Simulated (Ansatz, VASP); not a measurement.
# EuO in VASP and in Ansatz

The input INCAR:

```
SYSTEM = EuO
PREC = Accurate
ENCUT = 600
EDIFF = 1E-6
ISMEAR = 0
SIGMA = 0.1
LREAL = .False.
LASPH = .True.
NELM = 150
ALGO = Normal
ISIF = 3
LWAVE = .False.
LCHARG = .False.
ISPIN = 2
MAGMOM = 7.28 0
LORBIT = 11
LMAXMIX = 6
GGA = PE
IBRION = 2
NSW = 100
EDIFFG = -0.005
LUSENCCL = .False.
```

KPOINTS

```
regular mesh
0
Gamma
  14 14 14
  0 0 0
```

The input POSCAR:

```
EuO
1.0
    0.0000000000      2.5719519658      2.5719519658
    2.5719519658      0.0000000000      2.5719519658
    2.5719519658      2.5719519658      0.0000000000
Eu O
1 1
Direct
    0.5000000000      0.5000000000      0.5000000000
    0.0000000000      0.0000000000      0.0000000000
```

Input for Ansatz:

```yaml
crystal:
  lattice:
    - [0.0, 2.5719519658, 2.5719519658]
    - [2.5719519658, 0.0, 2.5719519658]
    - [2.5719519658, 2.5719519658, 0.0]
  atoms:
    - { symbol: Eu, position: [0.5, 0.5, 0.5], spin: 7.28 }
    - { symbol: O, position: [0.0, 0.0, 0.0] }
basis:
  ecutwfc: 420
kpoints:
  mp_grid: { grid: [14, 14, 14] }
hamiltonian:
  xc: pbe
scf:
  occupations: { method: gaussian, width: 0.1 }
output:
  forces: true
  stress: true
  eigenvalues: true
  populations: true
  write_density: true
  write_potential: true
  elf: true
  volumetric_format: npy
magnetization:
  spin_polarized: true
relax:
  adjacent_minimum: "off"
  f_tol: 0.005
  max_steps: 80
  cell: { stress_tol: 0.05 }
```

Alike in both runs: task relaxation of cell and atoms; functional PBE; k mesh 14 × 14 × 14; occupations gaussian, width 0.1 eV; collinear spin.

|  | VASP | Ansatz |
| --- | --- | --- |
| version | VASP 6.6.1 | Ansatz 0.2.0 |
| potentials or method | VASP PAW PBE potentials, release 64 (Eu, O), cutoff 600 eV | scalar-relativistic, plane waves, PAW |
| valence electrons in the cell | 23 | 23 |

|  | VASP | Ansatz | Ansatz less VASP |
| --- | --- | --- | --- |
| gap on the k mesh at the Fermi level, each at its own relaxed structure (eV) | none | none | - |
| net moment per atom (μB) | 3.47 | 3.47 | +0.004 |
| size of the moment on the site where the two differ most (μB) | 0.10 | 0.08 | -0.018 |
| relaxed volume (Å³/atom) | 16.16 | 16.21 | +0.047 |
| relaxed length of the cell vector where the two differ most in proportion (Å) | 3.575 | 3.579 | +0.0035 |

Site moments also hang on the region over which each program counts them. A gap of «none» marks a metal or a gap that the smearing closes. Ansatz's warnings: given moment on shells.

Neither program's run includes spin-orbit coupling.
